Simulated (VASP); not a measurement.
# Ge (I4_1/amd) in VASP: relaxation of cell and atoms with PBEsol

Aim: the relaxation of cell and atoms of Ge with PBEsol.

Program: VASP 6.6.1. These are calculated values, not measurements. Logs are shortened: lines on timing, memory, paths and dates and some standing lists are left out, and cuts for length are marked.

### 1 The cell of the first run

Symmetry: I4_1/amd, No. 141, tetragonal system. The conventional cell has a = 5.149 Å, b = 5.149 Å, c = 2.795 Å, α = 90.00°, β = 90.00°, γ = 90.00°. Ge (site symmetry -4m2) has 10 Ge at 2.67 to 3.32 Å within 3.5 Å.

### 2 Relaxation of cell and atoms, PBEsol

INCAR reads:

```
ALGO = Fast
EDIFF = 1E-6
EDIFFG = -0.01
ENCUT = 600
GGA = PS
IBRION = 2
ISIF = 3
ISMEAR = 0
LASPH = True
LCHARG = False
LREAL = False
LWAVE = False
NELM = 100
NSW = 100
PREC = Accurate
SIGMA = 0.1
```

KPOINTS reads:

```
k-points
0
Gamma
  22 22 22
```

POSCAR reads:

```
Ge
1.0
   -2.5744897190      2.5744897190      1.3974126432
    2.5744897190     -2.5744897190      1.3974126432
    2.5744897190      2.5744897190     -1.3974126432
Ge
2
Direct
    0.2500000000      0.7500000000      0.5000000000
    0.5000000000      0.5000000000      0.0000000000
```

Potentials or basis: VASP PAW PBE potentials, release 64 (Ge_d).

Command:

```bash
$ cat potpaw_PBE.64/Ge_d/POTCAR > POTCAR
$ mpirun -np 1 vasp_std > vasp.out
```

OUTCAR:

```text
EDIFF = 1E-6
   EDIFFG = -0.01
   ENCUT = 600
   GGA = PS
   IBRION = 2
   ISIF = 3
   ISMEAR = 0
   LASPH = True
   LREAL = False
   NELM = 100
   NSW = 100
   PREC = Accurate

 ion  position               nearest neighbor table
   1  0.250  0.750  0.500-   2 2.67   2 2.67   2 2.67   2 2.67
   2  0.500  0.500  0.000-   1 2.67   1 2.67   1 2.67   1 2.67

  LATTYP: Found a body centered tetragonal cell.
 ALAT       =     5.1489794380
 C/A-ratio  =     0.5427920853

  Lattice vectors:

 A1 = (  -2.5744897190,   2.5744897190,   1.3974126432)
 A2 = (   2.5744897190,  -2.5744897190,   1.3974126432)
 A3 = (   2.5744897190,   2.5744897190,  -1.3974126432)

Analysis of symmetry for initial positions (statically):
=====================================================================
 Subroutine PRICEL returns:
 Original cell was already a primitive cell.

 Routine SETGRP: Setting up the symmetry group for a
 body centered tetragonal supercell.

 Subroutine GETGRP returns: Found 16 space group operations
 (whereof  8 operations were pure point group operations)
 out of a pool of 16 trial point group operations.

The static configuration has the point symmetry D_2d.
 The point group associated with its full space group is D_4h.

Analysis of symmetry for dynamics (positions and initial velocities):
=====================================================================
 Subroutine PRICEL returns:
 Original cell was already a primitive cell.

 Routine SETGRP: Setting up the symmetry group for a
 body centered tetragonal supercell.

 Subroutine GETGRP returns: Found 16 space group operations
 (whereof  8 operations were pure point group operations)
 out of a pool of 16 trial point group operations.

The dynamic configuration has the point symmetry D_2d.
 The point group associated with its full space group is D_4h.

 Subroutine INISYM returns: Found 16 space group operations
 (whereof  8 operations are pure point group operations),
 and found     1 'primitive' translations

----------------------------------------------------------------------------------------

                                     Primitive cell

  volume of cell :      37.0482

  direct lattice vectors                    reciprocal lattice vectors
    -2.574489719  2.574489719  1.397412643     0.000000000  0.194213244  0.357804119
     2.574489719 -2.574489719  1.397412643     0.194213244  0.000000000  0.357804119
     2.574489719  2.574489719 -1.397412643     0.194213244  0.194213244  0.000000000

  length of vectors
     3.899840602  3.899840602  3.899840602     0.407114937  0.407114937  0.274659004

[... 103 lines left out ...]
  Thomas-Fermi vector in A             =   2.603893
   LORBIT       =      0    0 simple, 1 ext, 2 COOP (PROOUT), +10 PAW based schemes
   GGA     = PS    functional components
   LHFCALC =     F    Hartree Fock is set to
   AEXX    =    0.0000 exact exchange contribution
   IVDW    =     0    specifies the selected vdW correction
   LEPSILON=     F    determine dielectric tensor
   LRPA    =     F    only Hartree local field effects (RPA)
 conjugate gradient relaxation of ions
 non-spin polarized calculation
 RMM-DIIS sequential band-by-band and
 Gauss-broadening in eV      SIGMA  =   0.10
  energy-cutoff  :      600.00
  volume of cell :       37.05
 maximum number of plane-waves:      1261
   NGX = 15   NGY = 15   NGZ = 15

--------------------------------------- Ionic step        1  -------------------------------------------

 number of electron      28.0000000 magnetization

 Free energy of the ion-electron system (eV)
  ---------------------------------------------------
  ext. energy  EPLUGINS =         0.00000000
  ---------------------------------------------------
  free energy    TOTEN  =        -9.53876027 eV

  energy without entropy =       -9.53468030  energy(sigma->0) =       -9.53672028

------------------------ aborting loop because EDIFF is reached ----------------------------------------

  FORCE on cell =-STRESS in cart. coord.  units (eV):
  Direction    XX          YY          ZZ          XY          YZ          ZX
  --------------------------------------------------------------------------------------
  -------------------------------------------------------------------------------------
  Total       -0.1202493     -0.1202493      0.0553394      0.0000000      0.0000000      0.0000000
  in kB       -5.2002713     -5.2002713      2.3931955      0.0000000      0.0000000      0.0000000
  external PRESSURE =      -2.6691157 kB  Pullay stress =       0.0000000 kB
[... 89 lines left out ...]
  FREE ENERGIE OF THE ION-ELECTRON SYSTEM (eV)
  ---------------------------------------------------
  free  energy   TOTEN  =        -9.5398296125 eV

  energy  without entropy=       -9.5359516928  energy(sigma->0) =       -9.53789065

[... ionic steps 4 to 8 ...]

--------------------------------------- Ionic step        9  -------------------------------------------

 number of electron      27.9999990 magnetization

------------------------ aborting loop because EDIFF is reached ----------------------------------------
[... 67 lines left out ...]
--------------------------------------- Ionic step       11  -------------------------------------------

 number of electron      27.9999990 magnetization

 Free energy of the ion-electron system (eV)
  ---------------------------------------------------
  ext. energy  EPLUGINS =         0.00000000
  ---------------------------------------------------
  free energy    TOTEN  =        -9.54004607 eV

  energy without entropy =       -9.53610879  energy(sigma->0) =       -9.53807743

 E-fermi :   6.7483     XC(G=0): -11.5127

 val. band max:        6.7470944064   @ k =   0.5000   0.3182   0.0909
 cond. band min:       6.7522311146   @ k =   0.3636   0.2273  -0.0000
 fundamental gap:      0.0051367082
 Fermi energy:         6.7483492451

 k-point     1 :       0.0000    0.0000    0.0000
  band No.  band energies     occupation
      1     -17.9302      2.00000
      2     -17.8786      2.00000
      3     -17.8521      2.00000
      4     -17.8454      2.00000
      5     -17.7430      2.00000
      6     -17.7430      2.00000
[... 481 lines left out ...]
      5     -17.7752      2.00000
      6     -17.7720      2.00000
[... 10 lines left out ...]
     17      10.2941      0.00000
     18      12.0367      0.00000

 [... further k-points ...]
[... 5 lines left out ...]
  --------------------------------------------------------------------------------------
  -------------------------------------------------------------------------------------
  Total       -0.0067223     -0.0067223     -0.0157510      0.0000000      0.0000000      0.0000000
  in kB       -0.2931934     -0.2931934     -0.6869794      0.0000000      0.0000000      0.0000000
  external PRESSURE =      -0.4244554 kB  Pullay stress =       0.0000000 kB
[... 17 lines left out ...]
  FREE ENERGIE OF THE ION-ELECTRON SYSTEM (eV)
  ---------------------------------------------------
  free  energy   TOTEN  =        -9.5400460725 eV

  energy  without entropy=       -9.5361087932  energy(sigma->0) =       -9.53807743

 reached required accuracy - stopping structural energy minimisation
```

Run time: 78 min. Hardware: 1 thread of AMD EPYC 9755, shared host; peak memory 0.6 GiB.

What came out:

```
Free energy                           : -9.5400 eV
Relaxed volume                        : 18.37 Å³/atom
Relaxed cell                          : a = 3.881 Å, b = 3.881 Å, c = 3.881 Å, α = 97.50°, β = 97.50°, γ = 137.64°
Space group after relaxing (to 0.1 Å) : I4_1/amd (No. 141)
Energy gained by relaxing             : 0.6 meV/atom
Ionic steps                           : 11
Pressure after relaxing               : 0.0 GPa
Band gap on the k mesh                : zero (bands 14 and 15 overlap by 5.49 eV)
```

The path:
```
step  energy change (eV)  largest force (eV/Å)  pressure (GPa)  volume (Å³)
   1              0.0000                0.0000           -0.27        37.05
   2             -0.0009                0.0000           -0.23        36.88
   3             -0.0011                0.0000            0.27        36.57
   4             -0.0013                0.0000           -0.17        36.72
   5             -0.0013                0.0000           -0.09        36.67
   6             -0.0013                0.0000            0.26        36.65
   7             -0.0013                0.0000            0.13        36.66
   8             -0.0013                0.0000           -0.22        36.76
   9             -0.0013                0.0000            0.34        36.72
  10             -0.0013                0.0000           -0.29        36.75
  11             -0.0013                0.0000           -0.04        36.73
```

Final structure:
```
Ge
1.0
    -2.55907    2.55907    1.40233
     2.55907   -2.55907    1.40233
     2.55907    2.55907   -1.40233
Ge
2
Direct
  0.25000 0.75000 0.50000
  0.50000 0.50000 0.00000
```

Levels at points of the mesh, in eV from the Fermi level:
```csv
k point,band 12,band 13,band 14,band 15,band 16,band 17
"(0.00, 0.00, 0.00)",-3.92,-2.32,-2.32,3.27,7.74,7.74
"(0.50, 0.00, 0.00)",-6.46,-2.61,-1.99,-1.41,2.44,3.61
"(0.50, 0.50, 0.00)",-10.60,0.67,0.67,2.02,2.02,7.40
"(0.50, 0.50, 0.50)",-8.85,-5.97,-5.97,5.99,5.99,11.25
```

Caveat: the PAW data sets were made with another functional, which shifts forces and pressure a little.
